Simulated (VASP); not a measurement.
# BN (P1) in VASP: single point with PBE

Aim: the single point of BN with PBE.

All numbers are computed with VASP 6.6.1; they aren't measurements. Logs are shortened: lines on timing, memory, paths and dates and some standing lists are left out, and cuts for length are marked.

### Step 1. The cell of the first run

The typed cell holds 4 atoms: a = 2.561 Å, b = 2.529 Å, c = 4.191 Å, α = 90.09°, β = 89.48°, γ = 120.25°.

### Step 2. Single point, PBE (atoms moved at random and the cell strained at random)

Contents of INCAR:

```
SYSTEM = BN
PREC = Accurate ; ENCUT = 520
EDIFF = 1E-7 ; ISMEAR = 0
SIGMA = 0.05 ; LREAL = .False.
LASPH = .True. ; NELM = 80
ALGO = Normal ; ISIF = 2
LWAVE = .False. ; LCHARG = .True.
GGA = PE ; LELF = .True.
LVHAR = .True. ; NBANDS = 16
```

Contents of KPOINTS:

```
regular mesh
0
Gamma
  12 12 6
  0 0 0
```

Contents of POSCAR:

```
BN
1.0
    2.5610799132      0.0037547523      0.0114471704
   -1.2772882457      2.1832420980     -0.0020296986
    0.0189302101      0.0070535901      4.1912509218
B N
2 2
Direct
    0.7392424195      0.3555278017      0.9488869500
    0.3221734724      0.7095496115      0.5554422609
    0.6641740312      0.3144999879      0.6097962867
    0.2744100768      0.6204225988      0.1358745025
```

Potentials or basis: VASP PAW PBE potentials, release 64 (B, N).

Command:

```
$ cat potpaw_PBE.64/B/POTCAR potpaw_PBE.64/N/POTCAR > POTCAR
$ mpirun -np 1 vasp_std > vasp.out
```

OUTCAR:

```text
SYSTEM = BN
   PREC = Accurate
   ENCUT = 520
   EDIFF = 1E-7
   ISMEAR = 0
   LREAL = .False.
   LASPH = .True.
   NELM = 80
   ISIF = 2
   GGA = PE

 ion  position               nearest neighbor table
   1  0.739  0.356  0.949-   4 1.43   3 1.43   4 1.80   4 1.81   2 2.09
   2  0.322  0.710  0.555-   3 1.35   3 1.48   3 1.64   4 1.77   1 2.09
   3  0.664  0.314  0.610-   2 1.35   1 1.43   2 1.48   2 1.64
   4  0.274  0.620  0.136-   1 1.43   2 1.77   1 1.80   1 1.81

  LATTYP: Found a triclinic cell.
 ALAT       =     2.5611082479
 B/A-ratio  =     0.9876309862
 C/A-ratio  =     1.6365179451
 COS(alpha) =     0.0016305670
 COS(beta)  =     0.0089885304
 COS(gamma) =     0.5037033951

  Lattice vectors:

 A1 = (  -2.5610799132,  -0.0037547523,  -0.0114471704)
 A2 = (  -1.2772882457,   2.1832420980,  -0.0020296986)
 A3 = (  -0.0189302101,  -0.0070535901,  -4.1912509218)

Analysis of symmetry for initial positions (statically):
=====================================================================
 Subroutine PRICEL returns:
 Original cell was already a primitive cell.

 Routine SETGRP: Setting up the symmetry group for a
 triclinic supercell.

 Subroutine GETGRP returns: Found  1 space group operations
 (whereof  1 operations were pure point group operations)
 out of a pool of  2 trial point group operations.

The static configuration has the point symmetry C_1 .

Analysis of symmetry for dynamics (positions and initial velocities):
=====================================================================
 Subroutine PRICEL returns:
 Original cell was already a primitive cell.

 Routine SETGRP: Setting up the symmetry group for a
 triclinic supercell.

 Subroutine GETGRP returns: Found  1 space group operations
 (whereof  1 operations were pure point group operations)
 out of a pool of  2 trial point group operations.

The dynamic configuration has the point symmetry C_1 .

 Subroutine INISYM returns: Found  1 space group operations
 (whereof  1 operations are pure point group operations),
 and found     1 'primitive' translations

----------------------------------------------------------------------------------------

                                     Primitive cell

  volume of cell :      23.4548

  direct lattice vectors                    reciprocal lattice vectors
     2.561079913  0.003754752  0.011447170     0.390135257  0.228243502 -0.002146204
    -1.277288246  2.183242098 -0.002029699    -0.000667513  0.457643171 -0.000767167
     0.018930210  0.007053590  4.191250922    -0.001065863 -0.000401757  0.238597743

  length of vectors
     2.561108248  2.529429865  4.191299607     0.452001351  0.457644300  0.238600462

  position of ions in fractional coordinates (direct lattice)
     0.739242420  0.355527802  0.948886950
     0.322173472  0.709549612  0.555442261
     0.664174031  0.314499988  0.609796287
     0.274410077  0.620422599  0.135874503

  ion indices of the primitive-cell ions
   primitive index   ion index
                 1           1
                 2           2
                 3           3
                 4           4

----------------------------------------------------------------------------------------

 KPOINTS: regular mesh

Automatic generation of k-mesh.
 Grid dimensions read from file:
 generate k-points for:   12   12    6

 Generating k-lattice:

  Cartesian coordinates                     Fractional coordinates (reciprocal lattice)
     0.032511271  0.019020292 -0.000178850     0.083333333  0.000000000  0.000000000
    -0.000055626  0.038136931 -0.000063931     0.000000000  0.083333333  0.000000000
    -0.000177644 -0.000066960  0.039766291     0.000000000 -0.000000000  0.166666667

  Length of vectors
     0.037666779  0.038137025  0.039766744

  Shift w.r.t. Gamma in fractional coordinates (k-lattice)
     0.000000000  0.000000000  0.000000000

 Subroutine IBZKPT returns following result:
 ===========================================

 Found    436 irreducible k-points:

 Following reciprocal coordinates:
            Coordinates               Weight
  0.000000  0.000000  0.000000      1.000000
  0.083333  0.000000 -0.000000      2.000000
  0.166667  0.000000  0.000000      2.000000
  0.250000  0.000000  0.000000      2.000000
  0.333333  0.000000  0.000000      2.000000
  0.416667  0.000000  0.000000      2.000000
[... 16 lines left out ...]
  0.250000  0.166667  0.000000      2.000000
  0.333333  0.166667 -0.000000      2.000000
 [... further k-points ...]
   k-points           NKPTS =    436   k-points in BZ     NKDIM =    436   number of bands    NBANDS=     16
   number of dos      NEDOS =    301   number of ions     NIONS =      4
   total plane-waves  NPLWV =  12800
   dimension x,y,z NGX =    20 NGY =   20 NGZ =   32
   dimension x,y,z NGXF=    40 NGYF=   40 NGZF=   64
   ions per type =               2   2
   NGX,Y,Z   is equivalent  to a cutoff of  12.98, 13.14, 12.69 a.u.
   NGXF,Y,Z  is equivalent  to a cutoff of  25.96, 26.29, 25.39 a.u.
 SYSTEM =  BN
   PREC   = accura    normal or accurate (medium, high low for compatibility)
   ISTART =      0    job   : 0-new  1-cont  2-samecut
   ICHARG =      2    charge: 1-file 2-atom 10-const
   ISPIN  =      1    spin polarized calculation?
   LNONCOLLINEAR =      F non collinear calculations
   LSORBIT =      F    spin-orbit coupling
   LASPH  =      T    aspherical Exc in radial PAW
   ENCUT  =  520.0 eV  38.22 Ry    6.18 a.u.   4.76  4.70  7.79*2*pi/ulx,y,z
   NELM   =     80;   NELMIN=  2; NELMDL= -5     # of ELM steps
   EDIFF  = 0.1E-06   stopping-criterion for ELM
   LREAL  =      F    real-space projection
   EDIFFG = 0.1E-05   stopping-criterion for IOM
   NSW    =      0    number of steps for IOM
   IBRION =     -1    ionic relax: 0-MD 1-quasi-New 2-CG
   NFREE  =      0    steps in history (QN), initial steepest desc. (CG)
   ISIF   =      2    stress and relaxation
   ISYM   =      2    0-nonsym 1-usesym 2-fastsym
   POTIM  = 0.5000    time-step for ionic-motion
   TEBEG  =    0.0;   TEEND  =   0.0 temperature during run
   PSTRESS=    0.0 pullay stress
   NELECT =      16.0000    total number of electrons
   NUPDOWN=      -1.0000    fix difference up-down
   EMIN   =  10.00;   EMAX   =-10.00  energy-range for DOS
   EFERMI =   0.00;   METHOD = LEGACY
   ISMEAR =     0;   SIGMA  =   0.05  broadening in eV -4-tet -1-fermi 0-gaus
   EFERMI_NEDOS =   21; number of points for ismear=-14 and -15
   IALGO  =     38    algorithm
   IMIX   =      4    mixing-type and parameters
     AMIX     =   0.40;   BMIX     =  1.00
     AMIX_MAG =   1.60;   BMIX_MAG =  1.00
  volume/ion in A,a.u.               =       5.86        39.57
  Fermi-wavevector in a.u.,A,eV,Ry     =   1.441134  2.723349 28.257509  2.076868
  Thomas-Fermi vector in A             =   2.559801
   LORBIT       =      0    0 simple, 1 ext, 2 COOP (PROOUT), +10 PAW based schemes
   GGA     = PE    functional components
   LHFCALC =     F    Hartree Fock is set to
   AEXX    =    0.0000 exact exchange contribution
   IVDW    =     0    specifies the selected vdW correction
   LEPSILON=     F    determine dielectric tensor
   LRPA    =     F    only Hartree local field effects (RPA)
 non-spin polarized calculation
 Gauss-broadening in eV      SIGMA  =   0.05
  energy-cutoff  :      520.00
  volume of cell :       23.45
 maximum number of plane-waves:       648
   NGX =  9   NGY =  9   NGZ = 15

 number of electron      15.9999998 magnetization

 Free energy of the ion-electron system (eV)
  ---------------------------------------------------
  ext. energy  EPLUGINS =         0.00000000
  ---------------------------------------------------
  free energy    TOTEN  =       -31.19113524 eV

  energy without entropy =      -31.19113524  energy(sigma->0) =      -31.19113524

 E-fermi :  10.4588     XC(G=0): -12.8573

 val. band max:       10.2593811037   @ k =   0.0000   0.0000   0.0000
 cond. band min:      11.2868784314   @ k =   0.5000   0.0000   0.5000
 fundamental gap:      1.0274973277
 Fermi energy:        10.4588044874

 k-point     1 :       0.0000    0.0000    0.0000
  band No.  band energies     occupation
      1     -14.0379      2.00000
      2      -7.9769      2.00000
      3      -3.6911      2.00000
      4       1.8540      2.00000
      5       4.9427      2.00000
      6       6.8396      2.00000
[... 8 lines left out ...]
     15      22.4956      0.00000
     16      23.1526      0.00000

 k-point     2 :       0.0833    0.0000   -0.0000
  band No.  band energies     occupation
      1     -13.9010      2.00000
      2      -7.8638      2.00000
      3      -3.5397      2.00000
      4       1.4666      2.00000
      5       4.5143      2.00000
      6       6.5828      2.00000
[... 8 lines left out ...]
     15      22.0785      0.00000
     16      23.5731      0.00000

 k-point     3 :       0.1667    0.0000    0.0000
  band No.  band energies     occupation
      1     -13.4970      2.00000
      2      -7.5443      2.00000
      3      -3.0911      2.00000
      4       0.4284      2.00000
      5       3.5562      2.00000
      6       5.7293      2.00000
[... 8 lines left out ...]
     15      21.7862      0.00000
     16      24.0555      0.00000

 k-point     4 :       0.2500    0.0000    0.0000
  band No.  band energies     occupation
      1     -12.8513      2.00000
      2      -7.0983      2.00000
      3      -2.3687      2.00000
      4      -0.9339      2.00000
      5       2.5607      2.00000
      6       4.3134      2.00000
[... 8 lines left out ...]
     15      22.5903      0.00000
     16      24.2383      0.00000
[... 324 lines left out ...]
 k-point    22 :       0.1667    0.1667    0.0000
  band No.  band energies     occupation
      1     -12.4777      2.00000
      2      -6.8427      2.00000
      3      -2.0230      2.00000
      4      -1.3248      2.00000
      5       1.7228      2.00000
      6       4.1108      2.00000
[... 8 lines left out ...]
     15      22.5640      0.00000
     16      24.6299      0.00000

 k-point    23 :       0.2500    0.1667    0.0000
  band No.  band energies     occupation
      1     -11.6919      2.00000
      2      -6.5556      2.00000
      3      -2.2438      2.00000
      4      -0.8908      2.00000
      5       0.5815      2.00000
      6       2.8310      2.00000
[... 8 lines left out ...]
     15      23.3622      0.00000
     16      25.3592      0.00000

 k-point    24 :       0.3333    0.1667   -0.0000
  band No.  band energies     occupation
      1     -10.9127      2.00000
      2      -6.6040      2.00000
      3      -2.5370      2.00000
      4      -0.2822      2.00000
      5       0.3151      2.00000
      6       1.7090      2.00000
[... 8 lines left out ...]
     15      23.9153      0.00000
     16      25.9562      0.00000

 [... further k-points ...]

------------------------ aborting loop because EDIFF is reached ----------------------------------------

  FORCE on cell =-STRESS in cart. coord.  units (eV):
  Direction    XX          YY          ZZ          XY          YZ          ZX
  --------------------------------------------------------------------------------------
  -------------------------------------------------------------------------------------
  Total        3.6796660      9.0178420      3.3249801      1.2244993      0.6040733      0.0294708
  in kB      251.3552378    616.0020589    227.1269082     83.6446361     41.2637992      2.0131271
  external PRESSURE =     364.8280683 kB  Pullay stress =       0.0000000 kB

 VOLUME and BASIS-vectors are now :
 -----------------------------------------------------------------------------
  energy-cutoff  :      520.00
  volume of cell :       23.45
      direct lattice vectors                 reciprocal lattice vectors
     2.561079913  0.003754752  0.011447170     0.390135257  0.228243502 -0.002146204
    -1.277288246  2.183242098 -0.002029699    -0.000667513  0.457643171 -0.000767167
     0.018930210  0.007053590  4.191250922    -0.001065863 -0.000401757  0.238597743

 POSITION                                       TOTAL-FORCE (eV/Angst)
 -----------------------------------------------------------------------------------
      1.45711      0.78567      3.98476        -3.930926     -2.345261      9.413321
     -0.07067      1.55425      2.33025         1.942031     -6.155538     -8.434351
      1.31084      0.69342      2.56277        -1.561083      5.877740      2.372155
     -0.08710      1.35652      0.57137         3.549979      2.623059     -3.351124
 -----------------------------------------------------------------------------------
    total drift:                               -0.000060     -0.000035     -0.000041

  FREE ENERGIE OF THE ION-ELECTRON SYSTEM (eV)
  ---------------------------------------------------
  free  energy   TOTEN  =       -31.1911352373 eV

  energy  without entropy=      -31.1911352373  energy(sigma->0) =      -31.19113524
```

Wall time 2.3 min (1 thread of Intel Xeon Platinum 8375C at 2.90GHz (Ice Lake), shared host); peak memory 0.24 GiB.

Results:

| Item | Value |
| --- | --- |
| Free energy | -31.1911 eV |
| Pressure | 36.5 GPa |
| Largest force | 10.621 eV/Å |
| Band gap on the k mesh | 1.03 eV (least direct gap 3.45 eV) |

Forces in eV/Å, atoms in the order of the input:
```
B   -3.931 -2.345  9.413
B    1.942 -6.156 -8.434
N   -1.561  5.878  2.372
N    3.550  2.623 -3.351
```

Levels at points of the mesh, in eV from the valence-band top:
```
           k point  band 5  band 6  band 7  band 8  band 9  band 10  band 11  band 12
(0.00, 0.00, 0.00)   -5.32   -3.42   -1.40    0.00    3.45     5.24     6.14     6.66
(0.50, 0.00, 0.00)   -9.65   -8.74   -7.46   -2.59    2.62     5.84     7.73     8.39
(0.00, 0.50, 0.00)   -9.03   -8.80   -7.05   -3.10    2.07     3.88     6.85     8.82
(0.50, 0.50, 0.00)   -9.86   -8.70   -6.24   -2.99    2.40     3.77     6.43     8.83
(0.00, 0.00, 0.50)   -6.28   -5.12   -2.43   -0.01    3.56     4.60     6.06     6.86
(0.50, 0.00, 0.50)   -8.90   -6.93   -4.66   -3.25    1.03     3.41     7.51     7.95
(0.00, 0.50, 0.50)   -8.77   -7.35   -4.73   -3.44    1.53     2.66     5.35     7.07
(0.50, 0.50, 0.50)  -10.20   -7.57   -4.55   -3.22    2.10     2.99     5.28     7.92
```

Caveat: the cell differs from its parent crystal (atoms moved at random and the cell strained at random); the stress differs along the axes, from 23 to 62 GPa; forces of over 1 eV/Å act on the atoms, so gaps and moduli don't describe the material at rest.
